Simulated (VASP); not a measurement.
HgH8: single point with PBE

HgH8:

```
CELL_PARAMETERS angstrom
5.87083 -3.94230 0.00000
5.87083 3.94230 0.00000
-1.50964 0.00000 4.54043
ATOMIC_POSITIONS crystal
Hg 0.63160 0.63160 0.35083
H 0.62466 0.21821 0.79831
H 0.61567 0.12597 0.68129
H 0.12597 0.61567 0.68129
H 0.21821 0.62466 0.79831
H 0.22983 0.22983 0.97814
H 0.97068 0.97068 0.23708
H 0.18177 0.18177 0.05093
H 0.00876 0.00876 0.39605
```

The cell was built from a structure type or drawn by symmetry, and may not be a known phase.

```json
{"Program": "VASP 6.6.1", "Task": "single point", "Functional": "PBE", "Potentials or basis": "VASP PAW PBE potentials, release 64 (Hg, H)", "Cutoff": "520 eV", "k mesh": "4 × 4 × 6", "Occupations": "gaussian, width 0.02 eV", "Spin": "no spin polarisation"}
```

- Pressure: -0.1 GPa
- Largest force: 0.015 eV/Å
- Band gap on the k mesh: 4.56 eV

Forces on the atoms (eV/Å):
```
Hg   0.000  0.000  0.000
H    0.000  0.000  0.000
H    0.000  0.000  0.000
H    0.000  0.000  0.000
H    0.000  0.000  0.000
H   -0.009  0.000  0.004
H    0.004  0.000  0.015
H    0.009  0.000 -0.004
H   -0.004  0.000 -0.015
```

Levels at points of the mesh, in eV from the valence-band top:
```
           k point  band 8  band 9  band 10  band 11  band 12  band 13
(0.00, 0.00, 0.00)   -3.28   -3.24    -0.29     4.97     5.01     7.29
(0.50, 0.00, 0.00)   -3.29   -3.26    -0.41     5.04     5.73     7.43
(0.50, 0.50, 0.00)   -3.30   -3.28    -0.51     5.43     5.76     7.23
(0.00, 0.00, 0.50)   -3.30   -3.27    -0.09     4.84     6.12     6.16
(0.50, 0.00, 0.50)   -3.28   -3.26    -0.06     4.65     5.40     5.85
(0.50, 0.50, 0.50)   -3.26   -3.25     0.00     4.56     5.26     5.47
```

It took 84 s on 1 thread of Intel(R) Xeon(R) 6975P-C (Granite Rapids), with other jobs on the host, peak memory 0.38 GiB.

Caveat: spin-orbit coupling is left out, which moves the levels of the heavy elements. A k mesh can miss the band edges.
